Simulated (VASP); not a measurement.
# In (P6/mmm) in VASP: notebook, part 2 of 2

VASP 6.6.1.

## (3) Relaxation of cell and atoms, LDA, target pressure 90 GPa, at which the enthalpy is minimised

This run uses another cell than the first one, of 14.99 Å³/atom, 0.996 times its volume.

File INCAR:

```
SYSTEM = In
PREC = Accurate ; ENCUT = 600
EDIFF = 1E-7 ; ISMEAR = -1
SIGMA = 0.1 ; LREAL = .FALSE.
LASPH = .TRUE. ; NELM = 100
ALGO = Normal ; ISIF = 3
LWAVE = .FALSE. ; LCHARG = .FALSE.
GGA = CA ; IBRION = 2
NSW = 60 ; EDIFFG = -0.005
PSTRESS = 900.0
```

File KPOINTS:

```
Automatic mesh
0
G
  8 8 12
  0 0 0
```

File POSCAR:

```
In
1.0
    4.3754413676      0.0000000000      0.0000000000
   -2.1877206838      3.7892433772      0.0000000000
    0.0000000000      0.0000000000      2.7127736479
In
3
Direct
    0.0000000000      0.0000000000      0.0000000000
    0.3333333333      0.6666666667      0.5000000000
    0.6666666667      0.3333333333      0.5000000000
```

Potentials or basis: VASP PAW LDA potentials, release 64 (In_d).

Launch:

```bash
$ cat potpaw_LDA.64/In_d/POTCAR > POTCAR
$ mpirun -np 1 vasp_std > vasp.out
```

Wall time 12 min (1 thread of AMD EPYC 7R13 (Zen 3), shared host); peak memory 0.17 GiB.

The run converged. Its results:

- Free energy: -4.5662 eV
- Relaxed volume: 15.09 Å³/atom
- Relaxed cell: a = 4.439 Å, b = 4.439 Å, c = 2.652 Å, α = 90.00°, β = 90.00°, γ = 120.00°
- Space group after relaxing (to 0.05 Å): P6/mmm (No. 191)
- Energy change on relaxing (the enthalpy is what falls): -64.2 meV/atom
- Ionic steps: 11
- Pressure after relaxing: 90.0 GPa

The path:
| step | energy change (eV) | largest force (eV/Å) | pressure (GPa) | volume (Å³) |
| --- | --- | --- | --- | --- |
| 1 | 0.0000 | 0.0000 | 92.91 | 44.98 |
| 2 | -0.9683 | 0.0000 | 77.60 | 46.75 |
| 3 | -0.4020 | 0.0000 | 86.52 | 45.66 |
| 4 | 0.0581 | 0.0000 | 94.05 | 44.84 |
| 5 | -0.1853 | 0.0000 | 90.12 | 45.25 |
| 6 | -0.1806 | 0.0000 | 90.19 | 45.24 |
| 7 | -0.2157 | 0.0000 | 89.65 | 45.30 |
| 8 | -0.1901 | 0.0000 | 90.04 | 45.26 |
| 9 | -0.1897 | 0.0000 | 90.06 | 45.26 |
| 10 | -0.1978 | 0.0000 | 89.92 | 45.27 |
| 11 | -0.1926 | 0.0000 | 90.00 | 45.26 |

Final structure:
```cif
data_structure
_symmetry_space_group_name_H-M 'P 1'
_symmetry_Int_Tables_number 1
_cell_length_a 4.4394
_cell_length_b 4.4394
_cell_length_c 2.6519
_cell_angle_alpha 90.000
_cell_angle_beta 90.000
_cell_angle_gamma 120.000
_cell_volume 45.26
loop_
_atom_site_label
_atom_site_type_symbol
_atom_site_fract_x
_atom_site_fract_y
_atom_site_fract_z
_atom_site_occupancy
In1 In 0.00000 0.00000 0.00000 1
In2 In 0.33333 0.66667 0.50000 1
In3 In 0.66667 0.33333 0.50000 1
```

Levels at points of the mesh, in eV from the Fermi level:
```tsv
k point	band 16	band 17	band 18	band 19	band 20	band 21	band 22	band 23
(0.00, 0.00, 0.00)	-14.83	-2.48	-2.48	-2.46	-2.46	-2.32	-2.07	6.71
(0.50, 0.00, 0.00)	-11.65	-11.56	-6.52	-4.15	5.67	5.72	5.99	6.04
(0.00, 0.00, 0.50)	-8.03	-7.98	0.92	1.15	1.15	1.67	2.51	2.51
(0.50, 0.00, 0.50)	-6.29	-5.58	-4.48	-4.02	-0.36	-0.05	0.89	1.92
```

Caveat: the cell is relaxed towards a set pressure, so the enthalpy falls and the energy may rise; the bands computed are all filled at some k points, so no gap is given; spin-orbit coupling is left out, which moves the levels of the heavy elements.

## (4) Relaxation of cell and atoms, LDA, target pressure 90 GPa, at which the enthalpy is minimised

File INCAR:

```
SYSTEM = In
PREC = Accurate
ENCUT = 600
EDIFF = 1E-6
ISMEAR = -1
SIGMA = 0.1
LREAL = .FALSE.
LASPH = .TRUE.
NELM = 80
ALGO = Normal
ISIF = 3
LWAVE = .FALSE.
LCHARG = .FALSE.
GGA = CA
IBRION = 2
NSW = 32
EDIFFG = -0.005
PSTRESS = 900.0
```

KPOINTS is that of step 3.

File POSCAR:

```
In
1.0
    4.4359042418      0.0000000000      0.0000000000
   -2.2179521209      3.8416057621      0.0000000000
    0.0000000000      0.0000000000      2.6492068301
In
3
Direct
    0.0000000000      0.0000000000      0.0000000000
    0.3333333333      0.6666666667      0.5000000000
    0.6666666667      0.3333333333      0.5000000000
```

Launch:

```bash
$ cat potpaw_LDA.64/In_d/POTCAR > POTCAR
$ mpirun -np 1 vasp_std > vasp.out
```

Wall time 4.4 min (1 thread of AMD EPYC 7R13 (Zen 3), shared host); peak memory 0.17 GiB.

Results (log left out):

| Quantity | Value |
| --- | --- |
| Free energy | -4.5642 eV |
| Relaxed volume | 15.09 Å³/atom |
| Relaxed cell | a = 4.440 Å, b = 4.440 Å, c = 2.652 Å, α = 90.00°, β = 90.00°, γ = 120.00° |
| Space group after relaxing (to 0.05 Å) | P6/mmm (No. 191) |
| Energy change on relaxing (the enthalpy is what falls) | -21.4 meV/atom |
| Ionic steps | 3 |
| Pressure after relaxing | 90.0 GPa |

Step by step:
```
step  energy change (eV)  largest force (eV/Å)  pressure (GPa)  volume (Å³)
   1              0.0000                0.0000           90.93        45.15
   2             -0.3151                0.0000           86.02        45.72
   3             -0.0641                0.0000           90.04        45.26
```

Final structure:
```
CELL_PARAMETERS angstrom
4.43952 0.00000 0.00000
-2.21976 3.84474 0.00000
0.00000 0.00000 2.65154
ATOMIC_POSITIONS crystal
In 0.00000 0.00000 0.00000
In 0.33333 0.66667 0.50000
In 0.66667 0.33333 0.50000
```

Levels at points of the mesh, in eV from the Fermi level:
```csv
k point,band 15,band 16,band 17,band 18,band 19,band 20,band 21,band 22,band 23
"(0.00, 0.00, 0.00)",-14.96,-14.83,-2.48,-2.48,-2.46,-2.46,-2.32,-2.07,6.71
"(0.50, 0.00, 0.00)",-14.91,-11.65,-11.56,-6.52,-4.15,5.67,5.72,5.99,6.04
"(0.00, 0.00, 0.50)",-14.60,-8.03,-7.98,0.92,1.15,1.15,1.67,2.51,2.51
"(0.50, 0.00, 0.50)",-14.76,-6.29,-5.58,-4.48,-4.01,-0.36,-0.04,0.90,1.92
```

Caveat: the cell is relaxed towards a set pressure, so the enthalpy falls and the energy may rise; the bands computed are all filled at some k points, so no gap is given; spin-orbit coupling is left out, which moves the levels of the heavy elements.

## (5) Single point, LDA

File INCAR:

```
SYSTEM = In
PREC = Accurate
ENCUT = 520
EDIFF = 1E-6
ISMEAR = -1
SIGMA = 0.1
LREAL = .FALSE.
LASPH = .TRUE.
NELM = 80
ALGO = Normal
ISIF = 2
LWAVE = .FALSE.
LCHARG = .FALSE.
NBANDS = 26
```

File KPOINTS:

```
regular mesh
0
G
  8 8 12
  0 0 0
```

POSCAR is that of step 4.

Potentials or basis: VASP PAW LDA potentials, release 64 (In_d).

Launch:

```bash
$ cat potpaw_LDA.64/In_d/POTCAR > POTCAR
$ mpirun -np 1 vasp_std > vasp.out
```

OUTCAR:

```text
SYSTEM = In
   PREC = Accurate
   ENCUT = 520
   EDIFF = 1E-6
   ISMEAR = -1
   LREAL = .FALSE.
   LASPH = .TRUE.
   NELM = 80
   ISIF = 2

 ion  position               nearest neighbor table
   1  0.000  0.000  0.000-   2 2.88   3 2.88   2 2.88   3 2.88   2 2.88   2 2.88   3 2.88   3 2.88
                             3 2.88   3 2.88   2 2.88   2 2.88
   2  0.333  0.667  0.500-   3 2.56   3 2.56   3 2.56   1 2.88   1 2.88   1 2.88   1 2.88   1 2.88
                             1 2.88   3 3.68   3 3.68   3 3.68   3 3.68   3 3.68   3 3.68
   3  0.667  0.333  0.500-   2 2.56   2 2.56   2 2.56   1 2.88   1 2.88   1 2.88   1 2.88   1 2.88
                             1 2.88   2 3.68   2 3.68   2 3.68   2 3.68   2 3.68   2 3.68

  LATTYP: Found a hexagonal cell.
[... 895 lines left out ...]
  -------------------------------------------------------------------------------------
  Total       25.6169362     25.6169362     25.6360213      0.0000000     -0.0000000      0.0000000
  in kB      909.1320051    909.1320051    909.8093239      0.0000000     -0.0000000      0.0000000
  external PRESSURE =     909.3577781 kB  Pullay stress =       0.0000000 kB

 VOLUME and BASIS-vectors are now :
 -----------------------------------------------------------------------------
  energy-cutoff  :      520.00
  volume of cell :       45.15
      direct lattice vectors                 reciprocal lattice vectors
     4.435904242  0.000000000  0.000000000     0.225433180  0.130153907  0.000000000
    -2.217952121  3.841605762  0.000000000     0.000000000  0.260307814  0.000000000
     0.000000000  0.000000000  2.649206830     0.000000000  0.000000000  0.377471471

 POSITION                                       TOTAL-FORCE (eV/Angst)
 -----------------------------------------------------------------------------------
      0.00000      0.00000      0.00000        -0.000000      0.000000     -0.000000
     -0.00000      2.56107      1.32460         0.000000      0.000000      0.000000
      2.21795      1.28054      1.32460        -0.000000      0.000000     -0.000000
 -----------------------------------------------------------------------------------
    total drift:                                0.000000      0.000000     -0.000000

  FREE ENERGIE OF THE ION-ELECTRON SYSTEM (eV)
  ---------------------------------------------------
  free  energy   TOTEN  =        -4.4996846136 eV

  energy  without entropy=       -4.4636060031  energy(sigma->0) =       -4.48164531
```

stdout:

```text
POSCAR found type information on POSCAR In
 POSCAR found :  1 types and       3 ions
 scaLAPACK will be used
 LDA part: xc-table for (Slater(with rela. corr.)+CA(PZ))
 , standard interpolation
 POSCAR, INCAR and KPOINTS ok, starting setup
 FFT: planning ... GRIDC
 FFT: planning ... GRID_SOFT
 FFT: planning ... GRID
 WAVECAR not read
 entering main loop
```

Wall time 23 s (1 thread of Intel Xeon 6975P-C (Granite Rapids), shared host); peak memory 0.18 GiB.

Results:

```yaml
Free_energy: -4.4997 eV
Pressure: 90.9 GPa
```

Caveat: spin-orbit coupling is left out, which moves the levels of the heavy elements.

## (6) Overview

```csv
task,cell,cutoff (eV),pressure (GPa)
single point,"a = 4.436, b = 4.436, c = 2.649 Å, angles 90.0, 90.0, 120.0°, 3 atoms",520,90.9
relaxation of cell and atoms,"relaxed to 90 GPa from a = 4.375, b = 4.375, c = 2.713 Å, angles 90.0, 90.0, 120.0°, 3 atoms",600,90.0
relaxation of cell and atoms,"relaxed to 90 GPa from a = 4.436, b = 4.436, c = 2.649 Å, angles 90.0, 90.0, 120.0°, 3 atoms",600,90.0
```

Alike in all rows: level LDA; potentials or basis VASP PAW LDA potentials, release 64 (In_d); no spin polarisation; k mesh 8 × 8 × 12; smearing fermi-dirac 0.1 eV.

Caveats: spin-orbit coupling is left out, which moves the levels of the heavy elements; the cell is relaxed towards a set pressure, so the enthalpy falls and the energy may rise (some runs); the bands computed are all filled at some k points, so no gap is given (some runs).

Absolute energies hang on the potentials; compare differences alone.
